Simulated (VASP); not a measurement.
Set up this calculation in VASP 6.6.1, as the native input.

* Task: electric field gradients
* Functional: LDA
* Potentials or basis: VASP PAW LDA potentials, release 64 (Sb)
* Cutoff: 520 eV
* k mesh: 12 × 12 × 12
* Occupations: fermi-dirac, width 0.03 eV
* Spin: no spin polarisation
* Dipole correction: no
* Further INCAR settings: ALGO = Normal; EDIFF = 1e-08; NBANDS = 12

The structure of Sb lies in POSCAR:

```
Sb
1.0
    2.1256720836      1.2121766789      3.7270387499
   -2.1755285804      1.2336826823      3.7485447533
   -0.0063035032     -2.5020193611      3.7564164968
Sb
2
Direct
    0.2336400000      0.2336400000      0.2336400000
    0.7663600000      0.7663600000      0.7663600000
```

This cell differs from its parent crystal: equal xy, yz and zx shear strains of -1 %.

These files were run (other wordings do the same):

INCAR

```
  ALGO = Normal
  EDIFF = 1E-8
  ENCUT = 520
  GGA = CA
  ISIF = 2
  ISMEAR = -1
  LASPH = True
  LCHARG = False
  LEFG = True
  LREAL = False
  LWAVE = False
  NBANDS = 12
  NELM = 60
  PREC = Accurate
  SIGMA = 0.03
```

KPOINTS

```
k-points
0
Gamma
  12 12 12
```

Potentials or basis: VASP PAW LDA potentials, release 64 (Sb).

Launch:

```bash
$ cat potpaw_LDA.64/Sb/POTCAR > POTCAR
$ mpirun -np 1 vasp_std > vasp.out
```

It gave:

| Item | Value |
| --- | --- |
| Pressure | -0.6 GPa |
| Largest force | 0.151 eV/Å |
| Band gap on the k mesh | zero (bands 5 and 6 overlap by 0.35 eV) |
| Largest electric field gradient by atom | Sb -44.2 V/Å² |

Caveat: the cell differs from its parent crystal (equal xy, yz and zx shear strains of -1 %); without QUAD_EFG the Cq values of the log hold for a quadrupole moment of 1 mb, not for the nuclei; spin-orbit coupling is left out, which moves the levels of the heavy elements.

It took 6.9 min on 1 thread of Intel(R) Xeon(R) Platinum 8259CL CPU @ 2.50GHz (Skylake/Cascade Lake), on a shared host, peak memory 0.6 GiB.
